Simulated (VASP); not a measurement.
A run of VASP 6.6.1 is set up as follows.

The input INCAR:

```
  PREC = Accurate
  ENCUT = 520
  EDIFF = 1E-7
  ISMEAR = 0
  SIGMA = 0.1
  LREAL = F
  LASPH = T
  NELM = 100
  ALGO = Normal
  ISIF = 2
  LWAVE = F
  LCHARG = T
  GGA = PE
  LELF = T
  LVHAR = T
  NBANDS = 26
```

KPOINTS

```
Automatic mesh
0
Gamma
  4 4 2
```

File POSCAR:

```
BiSb2O2
1.0
    3.7658594400      0.0000000000      0.0000000000
    0.0000000000      3.7658594400      0.0000000000
    0.0000000000      0.0000000000      7.7743209900
Sb Bi O
2 1 2
Direct
    0.0000000000      0.0000000000      0.2785083400
    0.0000000000      0.0000000000      0.7214916600
    0.5000000000      0.5000000000      0.0000000000
    0.0000000000      0.5000000000      0.0000000000
    0.5000000000      0.0000000000      0.0000000000
```

Potentials or basis: VASP PAW PBE potentials, release 64 (Sb, Bi_d, O).

The run is started by

```bash
$ cat potpaw_PBE.64/Sb/POTCAR potpaw_PBE.64/Bi_d/POTCAR potpaw_PBE.64/O/POTCAR > POTCAR
$ mpirun -np 1 vasp_std > vasp.out
```

Question: What does it give for the pressure?

Answer: 27.9 GPa.

Question: Predict the largest force.

Answer: 2.852 eV/Å.

Forces in eV/Å, atoms in the order of the input:
```
Sb   0.000  0.000  2.852
Sb   0.000  0.000 -2.852
Bi   0.000  0.000  0.000
O    0.000  0.000  0.000
O    0.000  0.000  0.000
```

Caveat: the k points lie up to 0.42 Å⁻¹ apart, too coarse for converged energies and pressures of a metal; an odd number of electrons without spin polarisation forces a metal; a magnetic or distorted state may lie lower.
